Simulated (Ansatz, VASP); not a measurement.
Two plane-wave programs on Ni

File INCAR:

```
SYSTEM = Ni
ALGO     = Normal         ! electronic algorithm
EDIFF    = 1E-6           ! SCF threshold, eV
ENCUT    = 690            ! plane-wave cutoff, eV
GGA      = PE             ! functional
GGA_COMPAT= .FALSE.      
ISIF     = 2              ! what is computed and relaxed
ISMEAR   = -1             ! smearing method
ISPIN    = 2              ! spin polarisation
LASPH    = .TRUE.         ! aspherical terms in the spheres
LCHARG   = .FALSE.        ! write CHGCAR
LMAXMIX  = 4              ! l up to which the mixer works
LORBIT   = 11             ! projections on sites
LREAL    = .FALSE.        ! projectors in reciprocal space
LWAVE    = .FALSE.        ! write WAVECAR
MAGMOM   = 1.2            ! initial moments
NBANDS   = 19             ! bands
NELM     = 200            ! most SCF steps
NUPDOWN  = 1.2            ! fixed moment
PREC     = Accurate       ! precision mode
SIGMA    = 0.05           ! smearing width, eV
```

KPOINTS

```
k-points
0
G
  11 11 11
  0 0 0
```

Contents of POSCAR:

```
Ni
1.0
   -1.3837154700      1.3837154700      1.3837154700
    1.3837154700     -1.3837154700      1.3837154700
    1.3837154700      1.3837154700     -1.3837154700
Ni
1
Direct
    0.0000000000      0.0000000000      0.0000000000
```

The input input.yaml:

```yaml
crystal:
  lattice:
    - [-1.38371547, 1.38371547, 1.38371547]
    - [1.38371547, -1.38371547, 1.38371547]
    - [1.38371547, 1.38371547, -1.38371547]
  atoms:
    - { symbol: Ni, position: [0.0, 0.0, 0.0], spin: 1.2 }
hamiltonian:
  xc: pbe
  pseudopotentials: { kind: paw }
magnetization:
  spin_polarized: true
  initial_magnetization: 1.2
  spin_locking: { lock_magnetization: hard }
kpoints:
  mp_grid: { grid: [11, 11, 11] }
scf:
  occupations: { method: fermi_dirac, width: 0.05 }
  lower_state_search: "off"
output:
  forces: true
  stress: true
  eigenvalues: true
```

Alike in both runs: task single point; functional PBE; k mesh 11 × 11 × 11; occupations fermi-dirac, width 0.05 eV; collinear spin; fixed moment 1.2 μB.

|  | VASP | Ansatz |
| --- | --- | --- |
| version | VASP 6.6.1 | Ansatz 0.2.0 |
| potentials or method | VASP PAW PBE potentials, release 64 (Ni_sv_GW) | Ansatz PAW |
| plane-wave cutoff (eV) | 690 | 420 |
| valence electrons in the cell | 18 | 18 |

Ansatz gave:

* pressure (GPa): 15.6
* net moment per atom (μB): 1.20
* size of the moment on the site where the two differ most (μB): 1.16

Problem. What did VASP give for the same quantities?

Solution. Pressure (GPa): 14.5; net moment per atom (μB): 1.20; size of the moment on the site where the two differ most (μB): 1.17.

Site moments also hang on the region over which each program counts them.
